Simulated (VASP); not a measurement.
# ZnS (Fm-3m) in VASP: further runs

Runs on ZnS. Level: PBE. Tasks: single point.

All numbers are computed with VASP 6.6.1; they aren't measurements. Logs are shortened: lines on timing, memory, paths and dates and some standing lists are left out, and cuts for length are marked.

### Step 1. The cell of the first run

It takes space group Fm-3m (No. 225, cubic). The conventional cell has a = 5.168 Å, b = 5.168 Å, c = 5.168 Å, α = 90.00°, β = 90.00°, γ = 90.00°. Within 3.4 Å of S (site symmetry m-3m) lie 6 Zn at 2.58 Å. Within 3.4 Å of Zn (site symmetry m-3m) lie 6 S at 2.58 Å.

### Step 2. Single point, PBE

INCAR reads:

```
PREC = Accurate ; ENCUT = 520
EDIFF = 1E-7 ; ISMEAR = 0
SIGMA = 0.05 ; LREAL = F
LASPH = T ; NELM = 60
ALGO = Normal ; ISIF = 2
LWAVE = F ; LCHARG = F
GGA = PE ; NBANDS = 16
```

KPOINTS reads:

```
Automatic mesh
0
Gamma
  6 6 6
```

POSCAR reads:

```
ZnS
1.0
    0.0000000000      2.5838422900      2.5838422900
    2.5838422900      0.0000000000      2.5838422900
    2.5838422900      2.5838422900      0.0000000000
S Zn
1 1
Direct
    0.0000000000      0.0000000000      0.0000000000
    0.5000000000      0.5000000000      0.5000000000
```

Potentials or basis: VASP PAW PBE potentials, release 64 (S, Zn).

Command:

```bash
> cat potpaw_PBE.64/S/POTCAR potpaw_PBE.64/Zn/POTCAR > POTCAR
> mpirun -np 1 vasp_std > vasp.out
```

OUTCAR:

```text
PREC = Accurate
   ENCUT = 520
   EDIFF = 1E-7
   ISMEAR = 0
   LREAL = F
   LASPH = T
   NELM = 60
   ISIF = 2
   GGA = PE

 ion  position               nearest neighbor table
   1  0.000  0.000  0.000-   2 2.58   2 2.58   2 2.58   2 2.58   2 2.58   2 2.58
   2  0.500  0.500  0.500-   1 2.58   1 2.58   1 2.58   1 2.58   1 2.58   1 2.58

  LATTYP: Found a face centered cubic cell.
 ALAT       =     5.1676845800

  Lattice vectors:

 A1 = (   0.0000000000,   2.5838422900,   2.5838422900)
 A2 = (   2.5838422900,   0.0000000000,   2.5838422900)
 A3 = (   2.5838422900,   2.5838422900,   0.0000000000)

Analysis of symmetry for initial positions (statically):
=====================================================================
 Subroutine PRICEL returns:
 Original cell was already a primitive cell.

 Routine SETGRP: Setting up the symmetry group for a
 face centered cubic supercell.

 Subroutine GETGRP returns: Found 48 space group operations
 (whereof 48 operations were pure point group operations)
 out of a pool of 48 trial point group operations.

The static configuration has the point symmetry O_h .

Analysis of symmetry for dynamics (positions and initial velocities):
=====================================================================
 Subroutine PRICEL returns:
 Original cell was already a primitive cell.

 Routine SETGRP: Setting up the symmetry group for a
 face centered cubic supercell.

 Subroutine GETGRP returns: Found 48 space group operations
 (whereof 48 operations were pure point group operations)
 out of a pool of 48 trial point group operations.

The dynamic configuration has the point symmetry O_h .

 Subroutine INISYM returns: Found 48 space group operations
 (whereof 48 operations are pure point group operations),
 and found     1 'primitive' translations

----------------------------------------------------------------------------------------

                                     Primitive cell

  volume of cell :      34.5007

  direct lattice vectors                    reciprocal lattice vectors
     0.000000000  2.583842290  2.583842290    -0.193510263  0.193510263  0.193510263
     2.583842290  0.000000000  2.583842290     0.193510263 -0.193510263  0.193510263
     2.583842290  2.583842290  0.000000000     0.193510263  0.193510263 -0.193510263

  length of vectors
     3.654104810  3.654104810  3.654104810     0.335169607  0.335169607  0.335169607

  position of ions in fractional coordinates (direct lattice)
     0.000000000  0.000000000  0.000000000
     0.500000000  0.500000000  0.500000000

  ion indices of the primitive-cell ions
   primitive index   ion index
                 1           1
                 2           2

----------------------------------------------------------------------------------------

 KPOINTS: Automatic mesh

Automatic generation of k-mesh.
 Grid dimensions read from file:
 generate k-points for:    6    6    6

 Generating k-lattice:

  Cartesian coordinates                     Fractional coordinates (reciprocal lattice)
    -0.032251710  0.032251710  0.032251710     0.166666667  0.000000000  0.000000000
     0.032251710 -0.032251710  0.032251710     0.000000000  0.166666667  0.000000000
     0.032251710  0.032251710 -0.032251710     0.000000000  0.000000000  0.166666667

  Length of vectors
     0.055861601  0.055861601  0.055861601

  Shift w.r.t. Gamma in fractional coordinates (k-lattice)
     0.000000000  0.000000000  0.000000000

 Subroutine IBZKPT returns following result:
 ===========================================

 Found     16 irreducible k-points:

 Following reciprocal coordinates:
            Coordinates               Weight
  0.000000  0.000000  0.000000      1.000000
  0.166667  0.000000  0.000000      8.000000
  0.333333  0.000000  0.000000      8.000000
  0.500000  0.000000  0.000000      4.000000
  0.166667  0.166667  0.000000      6.000000
  0.333333  0.166667  0.000000     24.000000
[... 8 lines left out ...]
 -0.333333  0.333333  0.166667     24.000000
 -0.333333  0.500000  0.166667     12.000000
   k-points           NKPTS =     16   k-points in BZ     NKDIM =     16   number of bands    NBANDS=     16
   number of dos      NEDOS =    301   number of ions     NIONS =      2
   total plane-waves  NPLWV =  21952
   dimension x,y,z NGX =    28 NGY =   28 NGZ =   28
   dimension x,y,z NGXF=    56 NGYF=   56 NGZF=   56
   ions per type =               1   1
   NGX,Y,Z   is equivalent  to a cutoff of  12.74, 12.74, 12.74 a.u.
   NGXF,Y,Z  is equivalent  to a cutoff of  25.48, 25.48, 25.48 a.u.
 SYSTEM =  unknown system
   PREC   = accura    normal or accurate (medium, high low for compatibility)
   ISTART =      0    job   : 0-new  1-cont  2-samecut
   ICHARG =      2    charge: 1-file 2-atom 10-const
   ISPIN  =      1    spin polarized calculation?
   LNONCOLLINEAR =      F non collinear calculations
   LSORBIT =      F    spin-orbit coupling
   LASPH  =      T    aspherical Exc in radial PAW
   ENCUT  =  520.0 eV  38.22 Ry    6.18 a.u.   6.79  6.79  6.79*2*pi/ulx,y,z
   NELM   =     60;   NELMIN=  2; NELMDL= -5     # of ELM steps
   EDIFF  = 0.1E-06   stopping-criterion for ELM
   LREAL  =      F    real-space projection
   EDIFFG = 0.1E-05   stopping-criterion for IOM
   NSW    =      0    number of steps for IOM
   IBRION =     -1    ionic relax: 0-MD 1-quasi-New 2-CG
   NFREE  =      0    steps in history (QN), initial steepest desc. (CG)
   ISIF   =      2    stress and relaxation
   ISYM   =      2    0-nonsym 1-usesym 2-fastsym
   POTIM  = 0.5000    time-step for ionic-motion
   TEBEG  =    0.0;   TEEND  =   0.0 temperature during run
   PSTRESS=    0.0 pullay stress
   NELECT =      18.0000    total number of electrons
   NUPDOWN=      -1.0000    fix difference up-down
   EMIN   =  10.00;   EMAX   =-10.00  energy-range for DOS
   EFERMI =   0.00;   METHOD = LEGACY
   ISMEAR =     0;   SIGMA  =   0.05  broadening in eV -4-tet -1-fermi 0-gaus
   EFERMI_NEDOS =   21; number of points for ismear=-14 and -15
   IALGO  =     38    algorithm
   IMIX   =      4    mixing-type and parameters
     AMIX     =   0.40;   BMIX     =  1.00
     AMIX_MAG =   1.60;   BMIX_MAG =  1.00
  volume/ion in A,a.u.               =      17.25       116.41
  Fermi-wavevector in a.u.,A,eV,Ry     =   1.317922  2.490511 23.632205  1.736918
  Thomas-Fermi vector in A             =   2.447928
   LORBIT       =      0    0 simple, 1 ext, 2 COOP (PROOUT), +10 PAW based schemes
   GGA     = PE    functional components
   LHFCALC =     F    Hartree Fock is set to
   AEXX    =    0.0000 exact exchange contribution
   IVDW    =     0    specifies the selected vdW correction
   LEPSILON=     F    determine dielectric tensor
   LRPA    =     F    only Hartree local field effects (RPA)
 non-spin polarized calculation
 Gauss-broadening in eV      SIGMA  =   0.05
  energy-cutoff  :      520.00
  volume of cell :       34.50
 maximum number of plane-waves:       941
   NGX = 13   NGY = 13   NGZ = 13

 number of electron      17.9999988 magnetization

 Free energy of the ion-electron system (eV)
  ---------------------------------------------------
  ext. energy  EPLUGINS =         0.00000000
  ---------------------------------------------------
  free energy    TOTEN  =        -6.19998383 eV

  energy without entropy =       -6.19873032  energy(sigma->0) =       -6.19935708

 E-fermi :   3.4274     XC(G=0): -10.6030

 val. band max:        3.4035065251   @ k =  -0.1667   0.1667   0.0000
 cond. band min:       4.6096240738   @ k =   0.3333   0.3333   0.0000
 fundamental gap:      1.2061175487
 Fermi energy:         3.4274058677

 k-point     1 :       0.0000    0.0000    0.0000
  band No.  band energies     occupation
      1     -10.0625      2.00000
      2      -2.7587      2.00000
      3      -2.7587      2.00000
      4      -2.7454      2.00000
      5      -2.7454      2.00000
      6      -2.7454      2.00000
[... 8 lines left out ...]
     15      14.7068      0.00000
     16      14.7068      0.00000

 k-point     2 :       0.1667    0.0000    0.0000
  band No.  band energies     occupation
      1      -9.7661      2.00000
      2      -2.8333      2.00000
      3      -2.8333      2.00000
      4      -2.7858      2.00000
      5      -2.7110      2.00000
      6      -2.7110      2.00000
[... 8 lines left out ...]
     15      13.6165      0.00000
     16      14.4622      0.00000

 k-point     3 :       0.3333    0.0000    0.0000
  band No.  band energies     occupation
      1      -9.0295      2.00000
      2      -3.0413      2.00000
      3      -2.9796      2.00000
      4      -2.9796      2.00000
      5      -2.6381      2.00000
      6      -2.6381      2.00000
[... 8 lines left out ...]
     15      15.4918      0.00000
     16      15.4918      0.00000

 k-point     4 :       0.5000    0.0000    0.0000
  band No.  band energies     occupation
      1      -8.5327      2.00000
      2      -3.4706      2.00000
      3      -3.0501      2.00000
      4      -3.0501      2.00000
      5      -2.6010      2.00000
      6      -2.6010      2.00000
[... 8 lines left out ...]
     15      17.4389      0.00000
     16      17.4389      0.00000
[... 172 lines left out ...]
 k-point    14 :       0.5000    0.3333    0.1667
  band No.  band energies     occupation
      1      -8.6085      2.00000
      2      -3.0497      2.00000
      3      -2.9102      2.00000
      4      -2.8386      2.00000
      5      -2.6183      2.00000
      6      -2.5635      2.00000
[... 8 lines left out ...]
     15      18.3187      0.00000
     16      19.0150      0.00000

 k-point    15 :      -0.3333    0.3333    0.1667
  band No.  band energies     occupation
      1      -8.3199      2.00000
      2      -3.0277      2.00000
      3      -2.8831      2.00000
      4      -2.8443      2.00000
      5      -2.5827      2.00000
      6      -2.4909      2.00000
[... 8 lines left out ...]
     15      16.4594      0.00000
     16      19.1701      0.00000

 k-point    16 :      -0.3333    0.5000    0.1667
  band No.  band energies     occupation
      1      -8.2754      2.00000
      2      -2.8717      2.00000
      3      -2.8533      2.00000
      4      -2.7287      2.00000
      5      -2.5560      2.00000
      6      -2.2794      2.00000
[... 8 lines left out ...]
     15      18.1353      0.00000
     16      19.2430      0.00000

------------------------ aborting loop because EDIFF is reached ----------------------------------------

  FORCE on cell =-STRESS in cart. coord.  units (eV):
  Direction    XX          YY          ZZ          XY          YZ          ZX
  --------------------------------------------------------------------------------------
  -------------------------------------------------------------------------------------
  Total       -0.5983706     -0.5983706     -0.5983706      0.0000000      0.0000000      0.0000000
  in kB      -27.7877127    -27.7877127    -27.7877127      0.0000000      0.0000000      0.0000000
  external PRESSURE =     -27.7877127 kB  Pullay stress =       0.0000000 kB

 VOLUME and BASIS-vectors are now :
 -----------------------------------------------------------------------------
  energy-cutoff  :      520.00
  volume of cell :       34.50
      direct lattice vectors                 reciprocal lattice vectors
     0.000000000  2.583842290  2.583842290    -0.193510263  0.193510263  0.193510263
     2.583842290  0.000000000  2.583842290     0.193510263 -0.193510263  0.193510263
     2.583842290  2.583842290  0.000000000     0.193510263  0.193510263 -0.193510263

 POSITION                                       TOTAL-FORCE (eV/Angst)
 -----------------------------------------------------------------------------------
      0.00000      0.00000      0.00000         0.000000      0.000000     -0.000000
      2.58384      2.58384      2.58384        -0.000000     -0.000000      0.000000
 -----------------------------------------------------------------------------------
    total drift:                                0.000000      0.000000      0.000000

  FREE ENERGIE OF THE ION-ELECTRON SYSTEM (eV)
  ---------------------------------------------------
  free  energy   TOTEN  =        -6.1999838324 eV

  energy  without entropy=       -6.1987303228  energy(sigma->0) =       -6.19935708
```

It took 7.8 s on 1 thread of AMD EPYC 7R13 (Zen 3), shared host; peak memory 0.12 GiB.

Results:

| Item | Value |
| --- | --- |
| Free energy | -6.2000 eV |
| Pressure | -2.8 GPa |
| Band gap on the k mesh | zero (bands 9 and 10 overlap by 0.28 eV) |

Levels at points of the mesh, in eV from the Fermi level:
```tsv
k point	band 7	band 8	band 9	band 10	band 11	band 12
(0.00, 0.00, 0.00)	-0.55	-0.55	-0.55	1.52	9.07	9.07
(0.50, 0.00, 0.00)	-5.23	-0.11	-0.11	3.86	5.62	5.62
(0.50, 0.50, 0.00)	-4.89	-2.35	-2.35	-0.30	5.54	11.38
```

Caveat: semilocal functionals underestimate gaps, so a narrow gap can read as zero.

[end of part 1 of 3]
